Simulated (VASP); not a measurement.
Here is a VASP 6.6.1 calculation.

File INCAR:

```
PREC = Accurate
ENCUT = 1340
EDIFF = 1E-6
ISMEAR = 0
SIGMA = 0.1
LREAL = False
LASPH = True
NELM = 200
ALGO = Normal
ISIF = 2
LWAVE = False
LCHARG = False
ISPIN = 2
MAGMOM = 3.53 3.53 0.35 0.35
LORBIT = 11
LMAXMIX = 4
GGA = PE
NBANDS = 34
GGA_COMPAT = False
```

The input KPOINTS:

```
Automatic mesh
0
Gamma
  6 6 4
```

Contents of POSCAR:

```
FeO
1.0
    3.0937912068      0.0000000000      0.0000000000
   -1.5468956034      2.6793017791      0.0000000000
    0.0000000000      0.0000000000      5.7334606047
Fe O
2 2
Direct
    0.3333333333      0.6666666667      0.0239860142
    0.6666666667      0.3333333333      0.5239860142
    0.3333333333      0.6666666667      0.3581139858
    0.6666666667      0.3333333333      0.8581139858
```

Potentials or basis: VASP PAW PBE potentials, release 64 (Fe_sv, O_h).

Command:

```bash
$ cat potpaw_PBE.64/Fe_sv/POTCAR potpaw_PBE.64/O_h/POTCAR > POTCAR
$ mpirun -np 1 vasp_std > vasp.out
```

Question: Predict the net moment.

Answer: 8.00 μB per cell.

Question: Estimate the band gap on the k mesh.

Answer: Zero (filled and empty bands overlap).

Question: What does it give for the largest force?

Answer: 0.019 eV/Å.

Forces on the atoms (eV/Å):
```
Fe   0.000  0.000 -0.019
Fe   0.000  0.000 -0.019
O    0.000  0.000  0.019
O    0.000  0.000  0.019
```

Caveat: the k points lie up to 0.39 Å⁻¹ apart; semilocal functionals often make such compounds metallic where correlation or magnetic order opens a gap, which also shifts bond lengths; the run started ferromagnetic, and an antiferromagnetic order may lie lower in energy. With open d or f shells a metallic result of PBE can be an artefact of self-interaction; +U or a hybrid may open a gap.
